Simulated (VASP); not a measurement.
Input of a VASP 6.6.1 run:

INCAR

```
SYSTEM = BP
ALGO = Normal
EDIFF = 1E-6
ENCUT = 520
GGA = RE
ISIF = 2
ISMEAR = -1
IVDW = 12
LASPH = .True.
LCHARG = .False.
LREAL = .False.
LWAVE = .False.
NBANDS = 11
NELM = 100
PREC = Accurate
SIGMA = 0.05
```

KPOINTS

```
k-points
0
Gamma
  10 10 10
  0 0 0
```

POSCAR

```
BP
1.0
    0.0000000000      2.2420248448      2.2420248448
    2.2420248448      0.0000000000      2.2420248448
    2.2420248448      2.2420248448      0.0000000000
P B
1 1
Direct
    0.7500000000      0.7500000000      0.7500000000
    0.0000000000      0.0000000000      0.0000000000
```

Potentials or basis: VASP PAW PBE potentials, release 64 (P, B).

Launch:

```console
$ cat potpaw_PBE.64/P/POTCAR potpaw_PBE.64/B/POTCAR > POTCAR
$ mpirun -np 1 vasp_std > vasp.out
```

**Question.** Estimate the pressure.

**Answer.** -0.4 GPa.

**Question.** Predict the dispersion energy per atom.

**Answer.** -0.676 eV.

**Question.** Predict the band gap on the k mesh.

**Answer.** 1.19 eV, indirect (least direct gap 3.45 eV).

Caveat: the PAW data sets were made with another functional, which shifts forces and pressure a little. A k mesh can miss the band edges.
